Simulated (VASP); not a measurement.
# Al3O in VASP: further runs, part 2 of 2

VASP 6.6.1. The steps go on from the part before.

### 4 Single point, LDA

INCAR reads:

```
ALGO = Normal
DIPOL = 0.5 0.5 0.350
EDIFF = 1E-6
ENCUT = 520
IDIPOL = 3
ISIF = 2
ISMEAR = 0
LASPH = True
LCHARG = False
LDIPOL = True
LREAL = False
LWAVE = False
NBANDS = 16
NELM = 60
PREC = Accurate
SIGMA = 0.1
```

KPOINTS reads:

```
k-points
0
Gamma
  12 12 1
```

POSCAR reads:

```
Al3O
1.0
    2.8168432364      0.0000000000      0.0000000000
   -1.4084216182      2.4394578012      0.0000000000
    0.0000000000      0.0000000000     20.0321727773
Al O
3 1
Direct
    0.6666666667      0.3333333333      0.1996787889
    0.3333333333      0.6666666667      0.3128097090
    0.0000000000      0.0000000000      0.4259234818
    0.6666666667      0.3333333333      0.4615533584
```

Potentials or basis: VASP PAW LDA potentials, release 64 (Al, O).

Launch:

```
> cat potpaw_LDA.64/Al/POTCAR potpaw_LDA.64/O/POTCAR > POTCAR
> mpirun -np 1 vasp_std > vasp.out
```

OUTCAR:

```text
EDIFF = 1E-6
   ENCUT = 520
   ISIF = 2
   ISMEAR = 0
   LASPH = True
   LREAL = False
   NELM = 60
   PREC = Accurate

 ion  position               nearest neighbor table
   1  0.667  0.333  0.200-   2 2.79   2 2.79   2 2.79
   2  0.333  0.667  0.313-   3 2.79   3 2.79   3 2.79   1 2.79   1 2.79   1 2.79
   3  0.000  0.000  0.426-   4 1.78   4 1.78   4 1.78   2 2.79   2 2.79   2 2.79
   4  0.667  0.333  0.462-   3 1.78   3 1.78   3 1.78

  LATTYP: Found a hexagonal cell.
 ALAT       =     2.8168432364
 C/A-ratio  =     7.1115681975

  Lattice vectors:

 A1 = (   2.8168432364,   0.0000000000,   0.0000000000)
 A2 = (  -1.4084216182,   2.4394578012,   0.0000000000)
 A3 = (   0.0000000000,   0.0000000000,  20.0321727773)

Analysis of symmetry for initial positions (statically):
=====================================================================
 Subroutine PRICEL returns:
 Original cell was already a primitive cell.

 Routine SETGRP: Setting up the symmetry group for a
 hexagonal supercell.

 Subroutine GETGRP returns: Found  6 space group operations
 (whereof  6 operations were pure point group operations)
 out of a pool of 24 trial point group operations.

The static configuration has the point symmetry C_3v.

Analysis of symmetry for dynamics (positions and initial velocities):
=====================================================================
 Subroutine PRICEL returns:
 Original cell was already a primitive cell.

 Routine SETGRP: Setting up the symmetry group for a
 hexagonal supercell.

 Subroutine GETGRP returns: Found  6 space group operations
 (whereof  6 operations were pure point group operations)
 out of a pool of 24 trial point group operations.

The dynamic configuration has the point symmetry C_3v.

 Subroutine INISYM returns: Found  6 space group operations
 (whereof  6 operations are pure point group operations),
 and found     1 'primitive' translations

----------------------------------------------------------------------------------------

                                     Primitive cell

  volume of cell :     137.6525

[... 117 lines left out ...]
 non-spin polarized calculation
 Gauss-broadening in eV      SIGMA  =   0.10
  energy-cutoff  :      520.00
  volume of cell :      137.65
 maximum number of plane-waves:      3744
 NGX is ok and might be reduce to    24
   NGX = 11   NGY = 11   NGZ = 75

 dipolmoment           0.000000      0.000000     -0.001435 electrons x Angstroem

 number of electron      15.0000007 magnetization

 dipolmoment           0.000000      0.000000      0.046419 electrons x Angstroem

 Free energy of the ion-electron system (eV)
  ---------------------------------------------------
  ext. energy  EPLUGINS =         0.00000000
  ---------------------------------------------------
  free energy    TOTEN  =       -22.35805578 eV

  energy without entropy =      -22.34980402  energy(sigma->0) =      -22.35392990

 E-fermi :   0.2371     XC(G=0):  -4.7974

 val. band max:        0.2090197681   @ k =   0.3333   0.2500   0.0000
 cond. band min:       0.2592290517   @ k =   0.3333   0.0000   0.0000
 fundamental gap:      0.0502092836
 Fermi energy:         0.2370854395

 k-point     1 :       0.0000    0.0000    0.0000
  band No.  band energies     occupation
      1     -21.0402      2.00000
      2     -10.4619      2.00000
      3      -8.3960      2.00000
      4      -5.8115      2.00000
      5      -4.5557      2.00000
      6      -4.5557      2.00000
[... 338 lines left out ...]
      3      -7.5213      2.00000
      4      -4.8719      2.00000
      5      -2.5249      2.00000
      6      -2.3113      2.00000
[... 8 lines left out ...]
     15       8.4239      0.00000
     16       8.6459      0.00000

------------------------ aborting loop because EDIFF is reached ----------------------------------------

 vacuum level on the upper side and lower side of the slab       (xc-potential included)         0.564        -0.705

  FORCE on cell =-STRESS in cart. coord.  units (eV):
  Direction    XX          YY          ZZ          XY          YZ          ZX
  --------------------------------------------------------------------------------------
  -------------------------------------------------------------------------------------
  Total        1.8767871      1.8767871      0.5067254      0.0000000     -0.0000000      0.0000000
  in kB       21.8444721     21.8444721      5.8979245      0.0000000     -0.0000000      0.0000000
  external PRESSURE =      16.5289562 kB  Pullay stress =       0.0000000 kB

 VOLUME and BASIS-vectors are now :
 -----------------------------------------------------------------------------
  energy-cutoff  :      520.00
  volume of cell :      137.65
      direct lattice vectors                 reciprocal lattice vectors
     2.816843236  0.000000000  0.000000000     0.355007331  0.204963578  0.000000000
    -1.408421618  2.439457801  0.000000000     0.000000000  0.409927157  0.000000000
     0.000000000  0.000000000 20.032172777     0.000000000  0.000000000  0.049919697

 POSITION                                       TOTAL-FORCE (eV/Angst)
 -----------------------------------------------------------------------------------
      1.40842      0.81315      4.00000         0.000000     -0.000000      0.039898
     -0.00000      1.62631      6.26626         0.000000      0.000000     -0.297467
      0.00000      0.00000      8.53217         0.000000      0.000000      0.204986
      1.40842      0.81315      9.24592        -0.000000     -0.000000      0.052582
 -----------------------------------------------------------------------------------
    total drift:                               -0.000000      0.000000      0.000088

  FREE ENERGIE OF THE ION-ELECTRON SYSTEM (eV)
  ---------------------------------------------------
  free  energy   TOTEN  =       -22.3580557840 eV

  energy  without entropy=      -22.3498040164  energy(sigma->0) =      -22.35392990

 vacuum level on the upper side and lower side of the slab         5.355         4.092
```

OSZICAR:

```text
N       E                     dE             d eps       ncg     rms          rms(c)
DAV:   1     0.722533649542E+02    0.72253E+02   -0.51984E+03   608   0.680E+02
DAV:   2    -0.152638783028E+02   -0.87517E+02   -0.79216E+02   840   0.151E+02
DAV:   3    -0.244866375471E+02   -0.92228E+01   -0.91365E+01   840   0.532E+01
[... 14 lines left out ...]
DAV:  18    -0.223579988985E+02   -0.91026E-04   -0.66353E-06   768   0.950E-03    0.259E-03
DAV:  19    -0.223580354725E+02   -0.36574E-04   -0.19325E-06   720   0.678E-03    0.929E-04
DAV:  20    -0.223580538684E+02   -0.18396E-04   -0.12169E-06   672   0.407E-03    0.674E-04
DAV:  21    -0.223580557881E+02   -0.19197E-05   -0.17786E-07   656   0.192E-03    0.293E-04
DAV:  22    -0.223580557840E+02    0.41372E-08   -0.62973E-08   648   0.102E-03
   1 F= -.22358056E+02 E0= -.22353930E+02  d E =-.825177E-02
```

Run time: 71 s. Hardware: 1 thread of AMD EPYC 7R13 (Zen 3), shared host; peak memory 0.19 GiB.

Results:

* Free energy: -22.3581 eV
* Largest force: 0.297 eV/Å
* Band gap on the k mesh: zero (an odd number of electrons rules out a gap without spin polarisation)

Forces on the atoms (eV/Å):
```
Al   0.000  0.000  0.040
Al   0.000  0.000 -0.297
Al   0.000  0.000  0.205
O    0.000  0.000  0.053
```

### 5 Relaxation of the atoms, LDA

INCAR reads:

```
SYSTEM = Al3O
  PREC = Accurate
  ENCUT = 520
  EDIFF = 1E-6
  ISMEAR = 0
  SIGMA = 0.1
  LREAL = .False.
  LASPH = .True.
  NELM = 100
  ALGO = Normal
  ISIF = 2
  LWAVE = .False.
  LCHARG = .False.
  LDIPOL = .True.
  IDIPOL = 3
  DIPOL = 0.5 0.5 0.365
  IBRION = 2
  NSW = 36
  EDIFFG = -0.025
```

KPOINTS reads:

```
regular mesh
0
Gamma
  12 12 1
  0 0 0
```

POSCAR reads:

```
Al3O
1.0
    2.8168432364      0.0000000000      0.0000000000
   -1.4084216182      2.4394578012      0.0000000000
    0.0000000000      0.0000000000     20.0321727773
Al O
3 1
Selective dynamics
Direct
    0.6666666667      0.3333333333      0.1996787889  F F F
    0.3333333333      0.6666666667      0.3128097090  F F F
    0.0000000000      0.0000000000      0.4259234818  F F F
    0.0000000000      0.0000000000      0.5197725126  F F T
```

Launch:

```
> cat potpaw_LDA.64/Al/POTCAR potpaw_LDA.64/O/POTCAR > POTCAR
> mpirun -np 1 vasp_std > vasp.out
```

Wall time 2.3 min (1 thread of AMD EPYC 7R13 (Zen 3), shared host); peak memory 0.2 GiB.

It converged, with:

| Quantity | Value |
| --- | --- |
| Free energy | -17.4785 eV |
| Energy gained by relaxing | 104.2 meV/atom |
| Ionic steps | 13 |
| Band gap on the k mesh | zero (an odd number of electrons rules out a gap without spin polarisation) |

The path:
| step | energy change (eV) | largest force on free atoms (eV/Å) | pressure (GPa) |
| --- | --- | --- | --- |
| 1 | 0.0000 | 3.1684 | -2.70 |
| 2 | -0.3730 | 1.3821 | -0.94 |
| 3 | -0.4164 | 0.1688 | 0.25 |
| 4 | -0.4169 | 0.0294 | 0.09 |
| 5 | -0.4169 | 0.0343 | 0.11 |
| 6 | -0.4169 | 0.0303 | 0.10 |
| 7 | -0.4169 | 0.0335 | 0.12 |
| 8 | -0.4169 | 0.0317 | 0.11 |
| 9 | -0.4169 | 0.0324 | 0.11 |
| 10 | -0.4169 | 0.0318 | 0.11 |
| 11 | -0.4169 | 0.0307 | 0.11 |
| 12 | -0.4169 | 0.0296 | 0.11 |
| 13 | -0.4169 | 0.0232 | 0.08 |

Final structure:
```
CELL_PARAMETERS angstrom
2.81684 0.00000 0.00000
-1.40842 2.43946 0.00000
0.00000 0.00000 20.03217
ATOMIC_POSITIONS crystal
Al 0.66667 0.33333 0.19968
Al 0.33333 0.66667 0.31281
Al 0.00000 0.00000 0.42592
O 0.00000 0.00000 0.50920
```

Levels at points of the mesh, in eV from the Fermi level:
| k point | band 6 | band 7 | band 8 | band 9 | band 10 | band 11 |
| --- | --- | --- | --- | --- | --- | --- |
| (0.00, 0.00, 0.00) | -0.65 | 0.35 | 0.35 | 2.46 | 4.41 | 6.35 |
| (0.50, 0.00, 0.00) | -2.08 | -1.70 | -0.28 | 0.51 | 0.99 | 3.87 |

### 6 Summary

| task | cell | atoms held fixed (from 0) | atoms held along some axes (from 0) | gap on the mesh (eV) | largest force (eV/Å) |
| --- | --- | --- | --- | --- | --- |
| single point | as given, atomic positions A | - | - | none | 0.46 |
| single point | as given, atomic positions B | - | - | none | 0.43 |
| single point | as given, atomic positions C | - | - | none | 0.30 |
| relaxation of the atoms | atoms relaxed, atomic positions D | [0, 1, 2] | atom 3 along a and b | none | - |

Alike in all rows: level LDA; potentials or basis VASP PAW LDA potentials, release 64 (Al, O); no spin polarisation; k mesh 12 × 12 × 1; cutoff (eV) 520; smearing gaussian 0.1 eV.

Absolute energies hang on the potentials; compare differences alone.

The gap in the log of VASP goes by the Fermi energy; the results here count the filled bands.